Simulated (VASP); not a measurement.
# Rb (Im-3m) in VASP: further runs

Rb is run at these levels: PBEsol; tasks: single point.

All numbers are computed with VASP 6.6.1; they aren't measurements. Logs are shortened: lines on timing, memory, paths and dates and some standing lists are left out, and cuts for length are marked.

## 1. The cell of the first run

It takes space group Im-3m (No. 229, cubic). The conventional cell has a = 4.573 Å, b = 4.573 Å, c = 4.573 Å, α = 90.00°, β = 90.00°, γ = 90.00°. Within 5.2 Å of Rb (site symmetry m-3m) lie 14 Rb at 3.96 to 4.57 Å.

## 2. Single point, PBEsol

Input file INCAR:

```
SYSTEM = Rb
PREC     = Accurate       ! precision mode
ENCUT    = 520            ! plane-wave cutoff, eV
EDIFF    = 1E-6           ! SCF threshold, eV
ISMEAR   = -1             ! smearing method
SIGMA    = 0.05           ! smearing width, eV
LREAL    = .False.        ! projectors in reciprocal space
LASPH    = .True.         ! aspherical terms in the spheres
NELM     = 80             ! most SCF steps
ALGO     = Normal         ! electronic algorithm
ISIF     = 2              ! what is computed and relaxed
LWAVE    = .False.        ! write WAVECAR
LCHARG   = .False.        ! write CHGCAR
GGA      = PS             ! functional
NBANDS   = 10             ! bands
```

Input file KPOINTS:

```
Automatic mesh
0
Gamma
  7 7 7
  0 0 0
```

Input file POSCAR:

```
Rb
1.0
   -2.2866874834      2.2866874834      2.2866874834
    2.2866874834     -2.2866874834      2.2866874834
    2.2866874834      2.2866874834     -2.2866874834
Rb
1
Direct
    0.0000000000      0.0000000000      0.0000000000
```

Potentials or basis: VASP PAW PBE potentials, release 64 (Rb_sv).

The run is started by

```sh
cat potpaw_PBE.64/Rb_sv/POTCAR > POTCAR
mpirun -np 1 vasp_std > vasp.out
```

OUTCAR:

```text
SYSTEM = Rb
   PREC = Accurate
   ENCUT = 520
   EDIFF = 1E-6
   ISMEAR = -1
   LREAL = .False.
   LASPH = .True.
   NELM = 80
   ISIF = 2
   GGA = PS

 ion  position               nearest neighbor table
   1  0.000  0.000  0.000-

  LATTYP: Found a body centered cubic cell.
 ALAT       =     4.5733749668

  Lattice vectors:

 A1 = (  -2.2866874834,   2.2866874834,   2.2866874834)
 A2 = (   2.2866874834,  -2.2866874834,   2.2866874834)
 A3 = (   2.2866874834,   2.2866874834,  -2.2866874834)

Analysis of symmetry for initial positions (statically):
=====================================================================
 Subroutine PRICEL returns:
 Original cell was already a primitive cell.

 Routine SETGRP: Setting up the symmetry group for a
 body centered cubic supercell.

 Subroutine GETGRP returns: Found 48 space group operations
 (whereof 48 operations were pure point group operations)
 out of a pool of 48 trial point group operations.

The static configuration has the point symmetry O_h .

Analysis of symmetry for dynamics (positions and initial velocities):
=====================================================================
 Subroutine PRICEL returns:
 Original cell was already a primitive cell.

 Routine SETGRP: Setting up the symmetry group for a
 body centered cubic supercell.

 Subroutine GETGRP returns: Found 48 space group operations
 (whereof 48 operations were pure point group operations)
 out of a pool of 48 trial point group operations.

The dynamic configuration has the point symmetry O_h .

 Subroutine INISYM returns: Found 48 space group operations
 (whereof 48 operations are pure point group operations),
 and found     1 'primitive' translations

----------------------------------------------------------------------------------------

                                     Primitive cell

  volume of cell :      47.8278

  direct lattice vectors                    reciprocal lattice vectors
    -2.286687483  2.286687483  2.286687483     0.000000000  0.218656902  0.218656902
     2.286687483 -2.286687483  2.286687483     0.218656902  0.000000000  0.218656902
     2.286687483  2.286687483 -2.286687483     0.218656902  0.218656902  0.000000000

  length of vectors
     3.960658902  3.960658902  3.960658902     0.309227556  0.309227556  0.309227556
[... 74 lines left out ...]
   EDIFF  = 0.1E-05   stopping-criterion for ELM
   LREAL  =      F    real-space projection
   EDIFFG = 0.1E-04   stopping-criterion for IOM
   NSW    =      0    number of steps for IOM
   IBRION =     -1    ionic relax: 0-MD 1-quasi-New 2-CG
   NFREE  =      0    steps in history (QN), initial steepest desc. (CG)
   ISIF   =      2    stress and relaxation
   ISYM   =      2    0-nonsym 1-usesym 2-fastsym
   POTIM  = 0.5000    time-step for ionic-motion
   TEBEG  =    0.0;   TEEND  =   0.0 temperature during run
   PSTRESS=    0.0 pullay stress
   NELECT =       9.0000    total number of electrons
   NUPDOWN=      -1.0000    fix difference up-down
   EMIN   =  10.00;   EMAX   =-10.00  energy-range for DOS
   EFERMI =   0.00;   METHOD = LEGACY
   ISMEAR =    -1;   SIGMA  =   0.05  broadening in eV -4-tet -1-fermi 0-gaus
   EFERMI_NEDOS =   21; number of points for ismear=-14 and -15
   IALGO  =     38    algorithm
   IMIX   =      4    mixing-type and parameters
     AMIX     =   0.40;   BMIX     =  1.00
     AMIX_MAG =   1.60;   BMIX_MAG =  1.00
  volume/ion in A,a.u.               =      47.83       322.76
  Fermi-wavevector in a.u.,A,eV,Ry     =   0.938128  1.772805 11.974277  0.880085
  Thomas-Fermi vector in A             =   2.065309
   LORBIT       =      0    0 simple, 1 ext, 2 COOP (PROOUT), +10 PAW based schemes
   GGA     = PS    functional components
   LHFCALC =     F    Hartree Fock is set to
   AEXX    =    0.0000 exact exchange contribution
   IVDW    =     0    specifies the selected vdW correction
   LEPSILON=     F    determine dielectric tensor
   LRPA    =     F    only Hartree local field effects (RPA)
 non-spin polarized calculation
  energy-cutoff  :      520.00
  volume of cell :       47.83
 maximum number of plane-waves:      1304
 NGX is ok and might be reduce to    30
   NGX = 15   NGY = 15   NGZ = 15

 number of electron       9.0000000 magnetization

 Free energy of the ion-electron system (eV)
  ---------------------------------------------------
  ext. energy  EPLUGINS =         0.00000000
  ---------------------------------------------------
  free energy    TOTEN  =        -0.64888593 eV

  energy without entropy =       -0.63776009  energy(sigma->0) =       -0.64332301

 E-fermi :   1.9875     XC(G=0):  -7.4221

 val. band max:        1.8261877968   @ k =  -0.2857   0.2857   0.2857
 cond. band min:       1.9999639665   @ k =  -0.4286   0.4286   0.1429
 fundamental gap:      0.1737761697
 Fermi energy:         1.9875441463

 k-point     1 :       0.0000    0.0000    0.0000
  band No.  band energies     occupation
      1     -26.8928      2.00000
      2     -10.6887      2.00000
      3     -10.6887      2.00000
      4     -10.6887      2.00000
      5      -0.9406      2.00000
      6       6.0553      0.00000
      7       6.0553      0.00000
      8       6.0553      0.00000
      9       7.6260      0.00000
     10       7.6260      0.00000
[... 235 lines left out ...]
 k-point    20 :      -0.4286    0.4286    0.4286
  band No.  band energies     occupation
      1     -26.7729      2.00000
      2     -11.1658      2.00000
      3     -11.1347      2.00000
      4     -11.1347      2.00000
      5       2.4431      0.00022
      6       2.4870      0.00009
      7       7.0495      0.00000
      8       7.0495      0.00000
      9       7.0821      0.00000
     10       9.6151      0.00000

------------------------ aborting loop because EDIFF is reached ----------------------------------------

  FORCE on cell =-STRESS in cart. coord.  units (eV):
  Direction    XX          YY          ZZ          XY          YZ          ZX
  --------------------------------------------------------------------------------------
  -------------------------------------------------------------------------------------
  Total        1.4855422      1.4855422      1.4855422      0.0000000     -0.0000000      0.0000000
  in kB       49.7639854     49.7639854     49.7639854      0.0000000     -0.0000000      0.0000000
  external PRESSURE =      49.7639854 kB  Pullay stress =       0.0000000 kB

 VOLUME and BASIS-vectors are now :
 -----------------------------------------------------------------------------
  energy-cutoff  :      520.00
  volume of cell :       47.83
      direct lattice vectors                 reciprocal lattice vectors
    -2.286687483  2.286687483  2.286687483     0.000000000  0.218656902  0.218656902
     2.286687483 -2.286687483  2.286687483     0.218656902  0.000000000  0.218656902
     2.286687483  2.286687483 -2.286687483     0.218656902  0.218656902  0.000000000

 POSITION                                       TOTAL-FORCE (eV/Angst)
 -----------------------------------------------------------------------------------
      0.00000      0.00000      0.00000        -0.000000      0.000000      0.000000
 -----------------------------------------------------------------------------------
    total drift:                                0.000000     -0.000000      0.000000

  FREE ENERGIE OF THE ION-ELECTRON SYSTEM (eV)
  ---------------------------------------------------
  free  energy   TOTEN  =        -0.6488859320 eV

  energy  without entropy=       -0.6377600851  energy(sigma->0) =       -0.64332301
```

stdout:

```text
POSCAR found type information on POSCAR Rb
 POSCAR found :  1 types and       1 ions
 scaLAPACK will be used
 -----------------------------------------------------------------------------
|                                                                             |
|                                                                             |
|     You enforced a specific xc type in the INCAR file but a different       |
|     I HOPE YOU KNOW WHAT YOU ARE DOING!                                     |
|                                                                             |
 -----------------------------------------------------------------------------

 LDA part: xc-table for (Slater+PW92), standard interpolation
 POSCAR, INCAR and KPOINTS ok, starting setup
 FFT: planning ... GRIDC
 FFT: planning ... GRID_SOFT
 FFT: planning ... GRID
 WAVECAR not read
 entering main loop
```

Run time: 19 s. Hardware: 1 thread of AMD EPYC 7R13, shared host; peak memory 0.13 GiB.

What came out:

| Quantity | Value |
| --- | --- |
| Free energy | -0.6489 eV |
| Pressure | 5.0 GPa |

Caveat: the PAW data sets were made with another functional, which shifts forces and pressure a little.

## 3. Single point, PBEsol

This run uses another cell than the first one, of 60.52 Å³/atom, 1.265 times its volume.

Input file INCAR:

```
SYSTEM = Rb
ALGO = Normal
EDIFF = 1E-6
ENCUT = 520
GGA = PS
ISIF = 2
ISMEAR = -1
LASPH = .TRUE.
LCHARG = .FALSE.
LREAL = .FALSE.
LWAVE = .FALSE.
NBANDS = 10
NELM = 80
PREC = Accurate
SIGMA = 0.05
```

Input file KPOINTS:

```
k-points
0
G
  7 7 7
  0 0 0
```

Input file POSCAR:

```
Rb
1.0
   -2.4733167963      2.4733167963      2.4733167963
    2.4733167963     -2.4733167963      2.4733167963
    2.4733167963      2.4733167963     -2.4733167963
Rb
1
Direct
    0.0000000000      0.0000000000      0.0000000000
```

Potentials or basis: VASP PAW PBE potentials, release 64 (Rb_sv).

The run is started by

```sh
cat potpaw_PBE.64/Rb_sv/POTCAR > POTCAR
mpirun -np 1 vasp_std > vasp.out
```

Run time: 23 s. Hardware: 1 thread of AMD EPYC 7R13, shared host; peak memory 0.14 GiB.

It converged, with:

```
Free energy : -0.9096 eV
Pressure    : 2.0 GPa
```

Levels at points of the mesh, in eV from the Fermi level:
```csv
k point,band 3,band 4,band 5,band 6,band 7,band 8
"(0.00, 0.00, 0.00)",-12.71,-12.71,-2.57,3.98,3.98,3.98
```

Caveat: the PAW data sets were made with another functional, which shifts forces and pressure a little.

## 4. Single point, PBEsol

This run uses another cell than the first one, of 86.05 Å³/atom, 1.799 times its volume.

Input file INCAR:

```
SYSTEM = Rb
PREC = Accurate
ENCUT = 520
EDIFF = 1E-6
ISMEAR = -1
SIGMA = 0.05
LREAL = .False.
LASPH = .True.
NELM = 80
ALGO = Fast
ISIF = 2
LWAVE = .False.
LCHARG = .False.
GGA = PS
NBANDS = 10
```

Input file KPOINTS:

```
regular mesh
0
Gamma
  7 7 7
  0 0 0
```

Input file POSCAR:

```
Rb
1.0
   -2.7811980543      2.7811980543      2.7811980543
    2.7811980543     -2.7811980543      2.7811980543
    2.7811980543      2.7811980543     -2.7811980543
Rb
1
Direct
    0.0000000000      0.0000000000      0.0000000000
```

Potentials or basis: VASP PAW PBE potentials, release 64 (Rb_sv).

The run is started by

```sh
cat potpaw_PBE.64/Rb_sv/POTCAR > POTCAR
mpirun -np 1 vasp_std > vasp.out
```

OUTCAR:

```text
SYSTEM = Rb
   PREC = Accurate
   ENCUT = 520
   EDIFF = 1E-6
   ISMEAR = -1
   LREAL = .False.
   LASPH = .True.
   NELM = 80
   ISIF = 2
   GGA = PS

 ion  position               nearest neighbor table
   1  0.000  0.000  0.000-

  LATTYP: Found a body centered cubic cell.
 ALAT       =     5.5623961086

  Lattice vectors:

 A1 = (  -2.7811980543,   2.7811980543,   2.7811980543)
 A2 = (   2.7811980543,  -2.7811980543,   2.7811980543)
 A3 = (   2.7811980543,   2.7811980543,  -2.7811980543)

Analysis of symmetry for initial positions (statically):
=====================================================================
 Subroutine PRICEL returns:
 Original cell was already a primitive cell.

 Routine SETGRP: Setting up the symmetry group for a
 body centered cubic supercell.

 Subroutine GETGRP returns: Found 48 space group operations
 (whereof 48 operations were pure point group operations)
 out of a pool of 48 trial point group operations.

The static configuration has the point symmetry O_h .

Analysis of symmetry for dynamics (positions and initial velocities):
=====================================================================
 Subroutine PRICEL returns:
 Original cell was already a primitive cell.

 Routine SETGRP: Setting up the symmetry group for a
 body centered cubic supercell.

 Subroutine GETGRP returns: Found 48 space group operations
 (whereof 48 operations were pure point group operations)
 out of a pool of 48 trial point group operations.

The dynamic configuration has the point symmetry O_h .

 Subroutine INISYM returns: Found 48 space group operations
 (whereof 48 operations are pure point group operations),
 and found     1 'primitive' translations

----------------------------------------------------------------------------------------

[... 106 lines left out ...]
  volume/ion in A,a.u.               =      86.05       580.70
  Fermi-wavevector in a.u.,A,eV,Ry     =   0.771324  1.457592  8.094669  0.594941
  Thomas-Fermi vector in A             =   1.872718
   LORBIT       =      0    0 simple, 1 ext, 2 COOP (PROOUT), +10 PAW based schemes
   GGA     = PS    functional components
   LHFCALC =     F    Hartree Fock is set to
   AEXX    =    0.0000 exact exchange contribution
   IVDW    =     0    specifies the selected vdW correction
   LEPSILON=     F    determine dielectric tensor
   LRPA    =     F    only Hartree local field effects (RPA)
 non-spin polarized calculation
 RMM-DIIS sequential band-by-band and
  energy-cutoff  :      520.00
  volume of cell :       86.05
 maximum number of plane-waves:      2344
   NGX = 17   NGY = 17   NGZ = 17

 number of electron       9.0000000 magnetization

 Free energy of the ion-electron system (eV)
  ---------------------------------------------------
  ext. energy  EPLUGINS =         0.00000000
  ---------------------------------------------------
  free energy    TOTEN  =        -1.03072719 eV

  energy without entropy =       -1.02290667  energy(sigma->0) =       -1.02681693

 E-fermi :   0.0623     XC(G=0):  -5.6618

 val. band max:        0.0148405086   @ k =  -0.2857   0.4286   0.1429
 cond. band min:       0.1707099042   @ k =  -0.4286   0.4286   0.1429
 fundamental gap:      0.1558693956
 Fermi energy:         0.0622706490

 k-point     1 :       0.0000    0.0000    0.0000
  band No.  band energies     occupation
      1     -28.7560      2.00000
      2     -12.7968      2.00000
      3     -12.7968      2.00000
      4     -12.7968      2.00000
      5      -1.9797      2.00000
      6       3.8028      0.00000
      7       3.8028      0.00000
      8       3.8028      0.00000
      9       4.7884      0.00000
     10       4.7884      0.00000
[... 235 lines left out ...]
 k-point    20 :      -0.4286    0.4286    0.4286
  band No.  band energies     occupation
      1     -28.7466      2.00000
      2     -12.8797      2.00000
      3     -12.8758      2.00000
      4     -12.8758      2.00000
      5       1.1443      0.00000
      6       1.3892      0.00000
      7       3.2642      0.00000
      8       3.3840      0.00000
      9       3.3840      0.00000
     10       5.7528      0.00000

------------------------ aborting loop because EDIFF is reached ----------------------------------------

  FORCE on cell =-STRESS in cart. coord.  units (eV):
  Direction    XX          YY          ZZ          XY          YZ          ZX
  --------------------------------------------------------------------------------------
  -------------------------------------------------------------------------------------
  Total        0.0011704      0.0011704      0.0011704     -0.0000000      0.0000000     -0.0000000
  in kB        0.0217919      0.0217919      0.0217919     -0.0000000      0.0000000     -0.0000000
  external PRESSURE =       0.0217919 kB  Pullay stress =       0.0000000 kB

 VOLUME and BASIS-vectors are now :
 -----------------------------------------------------------------------------
  energy-cutoff  :      520.00
  volume of cell :       86.05
      direct lattice vectors                 reciprocal lattice vectors
    -2.781198054  2.781198054  2.781198054     0.000000000  0.179778639  0.179778639
     2.781198054 -2.781198054  2.781198054     0.179778639  0.000000000  0.179778639
     2.781198054  2.781198054 -2.781198054     0.179778639  0.179778639  0.000000000

 POSITION                                       TOTAL-FORCE (eV/Angst)
 -----------------------------------------------------------------------------------
      0.00000      0.00000      0.00000        -0.000000      0.000000      0.000000
 -----------------------------------------------------------------------------------
    total drift:                               -0.000000     -0.000000      0.000000

  FREE ENERGIE OF THE ION-ELECTRON SYSTEM (eV)
  ---------------------------------------------------
  free  energy   TOTEN  =        -1.0307271913 eV

  energy  without entropy=       -1.0229066665  energy(sigma->0) =       -1.02681693
```

OSZICAR:

```text
N       E                     dE             d eps       ncg     rms          rms(c)
DAV:   1     0.414045860229E+02    0.41405E+02   -0.32524E+03   400   0.644E+02
DAV:   2     0.165097511615E+01   -0.39754E+02   -0.38977E+02   438   0.128E+02
DAV:   3    -0.937106239243E+00   -0.25881E+01   -0.25825E+01   534   0.323E+01
DAV:   4    -0.102923865684E+01   -0.92132E-01   -0.91969E-01   558   0.538E+00
DAV:   5    -0.103104753186E+01   -0.18089E-02   -0.18088E-02   546   0.647E-01    0.119E+00
RMM:   6    -0.103042429633E+01    0.62324E-03   -0.18459E-03   459   0.261E-01    0.735E-01
RMM:   7    -0.103065067326E+01   -0.22638E-03   -0.42200E-03   492   0.378E-01    0.536E-02
RMM:   8    -0.103071957456E+01   -0.68901E-04   -0.23063E-04   590   0.990E-02    0.840E-03
RMM:   9    -0.103072501853E+01   -0.54440E-05   -0.69428E-05   642   0.376E-02    0.669E-03
RMM:  10    -0.103072679811E+01   -0.17796E-05   -0.14137E-05   627   0.173E-02    0.436E-03
RMM:  11    -0.103072719134E+01   -0.39323E-06   -0.49035E-06   518   0.862E-03
   1 F= -.10307272E+01 E0= -.10268169E+01  d E =-.782052E-02
```

stdout:

```text
POSCAR found type information on POSCAR Rb
 POSCAR found :  1 types and       1 ions
 scaLAPACK will be used
 -----------------------------------------------------------------------------
|                                                                             |
|                                                                             |
|     You enforced a specific xc type in the INCAR file but a different       |
|     I HOPE YOU KNOW WHAT YOU ARE DOING!                                     |
|                                                                             |
 -----------------------------------------------------------------------------

 LDA part: xc-table for (Slater+PW92), standard interpolation
 POSCAR, INCAR and KPOINTS ok, starting setup
 FFT: planning ... GRIDC
 FFT: planning ... GRID_SOFT
 FFT: planning ... GRID
 WAVECAR not read
 entering main loop
```

Wall time 42 s (1 thread of AMD EPYC 7R13, shared host); peak memory 0.16 GiB.

What came out:

```
Free energy : -1.0307 eV
Pressure    : 0.0 GPa
```

Levels at points of the mesh, in eV from the Fermi level:
```csv
k point,band 1,band 2,band 3,band 4,band 5,band 6,band 7,band 8,band 9,band 10
"(0.00, 0.00, 0.00)",-28.82,-12.86,-12.86,-12.86,-2.04,3.74,3.74,3.74,4.73,4.73
```

Caveat: the PAW data sets were made with another functional, which shifts forces and pressure a little.

## 5. Overview

```csv
cell,gap on the mesh (eV),pressure (GPa)
"a = 3.961 Å, angles 109.5°, 1 atom",none,5.0
"a = 4.284 Å, angles 109.5°, 1 atom",none,2.0
"a = 4.817 Å, angles 109.5°, 1 atom",none,0.0
```

Alike in all rows: task single point; level PBEsol; potentials or basis VASP PAW PBE potentials, release 64 (Rb_sv); no spin polarisation; k mesh 7 × 7 × 7; cutoff (eV) 520; smearing fermi-dirac 0.05 eV.

Caveats: the PAW data sets were made with another functional, which shifts forces and pressure a little.

Absolute energies hang on the potentials; compare differences alone.
